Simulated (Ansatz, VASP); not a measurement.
# Two plane-wave programs on Re

Contents of INCAR:

```
  ALGO = Normal
  EDIFF = 1E-6
  ENCUT = 500
  GGA_COMPAT = F
  ISIF = 2
  ISMEAR = 0
  LASPH = T
  LCHARG = F
  LREAL = F
  LWAVE = F
  NBANDS = 22
  NELM = 120
  PREC = Accurate
  SIGMA = 0.05
```

KPOINTS

```
k-points
0
Gamma
  18 18 10
```

POSCAR

```
Re
1.0
    2.7369828641      0.0000000000      0.0000000000
   -1.3684914321      2.3702966900      0.0000000000
    0.0000000000      0.0000000000      4.4172726528
Re
2
Direct
    0.3333333333      0.6666666667      0.7500000000
    0.6666666667      0.3333333333      0.2500000000
```

Input for Ansatz:

```yaml
crystal:
  lattice:
    - [2.7369828641, 0.0, 0.0]
    - [-1.3684914321, 2.37029669, 0.0]
    - [0.0, 0.0, 4.4172726528]
  atoms:
    - { symbol: Re, position: [0.3333333333, 0.6666666667, 0.75] }
    - { symbol: Re, position: [0.6666666667, 0.3333333333, 0.25] }
basis:
  ecutwfc: 600
  ecutrho_ratio: 5
kpoints:
  mp_grid: { grid: [18, 18, 10] }
  band_path:
    path:
      - [[0.0, 0.0, 0.0], [0.5, 0.0, 0.0], [0.33333333, 0.33333333, 0.0], [0.0, 0.0, 0.0], [0.0, 0.0, 0.5], [0.5, 0.0, 0.5], [0.33333333, 0.33333333, 0.5], [0.0, 0.0, 0.5]]
      - [[0.5, 0.0, 0.5], [0.5, 0.0, 0.0]]
      - [[0.33333333, 0.33333333, 0.5], [0.33333333, 0.33333333, 0.0]]
    npoints: 14
hamiltonian:
  xc: lda
scf:
  occupations: { method: gaussian, width: 0.05 }
output:
  forces: true
  stress: true
  eigenvalues: true
  populations: true
  dos: { projected: true, de: 0.02, nscf_kmesh: { grid: [27, 27, 15] } }
  bader: true
```

Alike in both runs: task single point; functional LDA; k mesh 18 × 18 × 10; occupations gaussian, width 0.05 eV; no spin polarisation.

|  | VASP | Ansatz |
| --- | --- | --- |
| version | VASP 6.6.1 | Ansatz 0.2.0 |
| potentials or method | VASP PAW LDA potentials, release 64 (Re_sv_GW), cutoff 500 eV | scalar-relativistic, plane waves, PAW |
| valence electrons in the cell | 30 | 30 |

```csv
,VASP,Ansatz,Ansatz less VASP
pressure (GPa),-0.9,0.0,+0.95
"traceless stress, the component that is largest in VASP (GPa)",-0.08,-0.01,+0.073
```

LDA's correlation is that of Perdew and Zunger in VASP and of Perdew and Wang (1992) in Ansatz.

Spin-orbit coupling is off throughout.
